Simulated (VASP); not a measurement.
Al: single point with PBE

The system is Al, a slab with vacuum.

```
Al
1.0
     2.85749    0.00000    0.00000
     0.00000    2.85749    0.00000
     0.00000    0.00000   24.08220
Al
5
Direct
  0.00000 0.00000 0.32917
  0.50000 0.50000 0.41442
  0.00000 0.00000 0.50000
  0.50000 0.50000 0.58558
  0.00000 0.00000 0.67083
```

```json
{"Program": "VASP 6.6.1", "Task": "single point", "Functional": "PBE", "Potentials or basis": "VASP PAW PBE potentials, release 64 (Al)", "Cutoff": "520 eV", "k mesh": "14 × 14 × 1", "Occupations": "fermi-dirac, width 0.08 eV", "Spin": "no spin polarisation", "Dipole correction": "yes", "Further INCAR settings": "ALGO = Normal; EDIFF = 1e-06; NBANDS = 16"}
```

```
Band gap on the k mesh : zero (an odd number of electrons rules out a gap without spin polarisation)
```

Forces in eV/Å, atoms in the order of the input:
```
Al   0.000  0.000  0.001
Al   0.000  0.000  0.002
Al   0.000  0.000  0.000
Al   0.000  0.000 -0.002
Al   0.000  0.000 -0.001
```

Levels at points of the mesh, in eV from the Fermi level:
```tsv
k point	band 5	band 6	band 7	band 8	band 9	band 10	band 11	band 12
(0.00, 0.00, 0.00)	-4.02	-2.15	0.86	2.99	3.93	4.92	5.03	5.70
(0.50, 0.00, 0.00)	-3.97	-3.93	-2.22	-1.91	-0.01	0.69	1.71	2.54
(0.50, 0.50, 0.00)	-1.20	-1.12	-0.46	-0.32	-0.32	-0.04	1.04	1.32
```

Wall time 4.4 min on 1 thread of Intel Xeon 8259CL (shared host), peak memory 0.33 GiB.
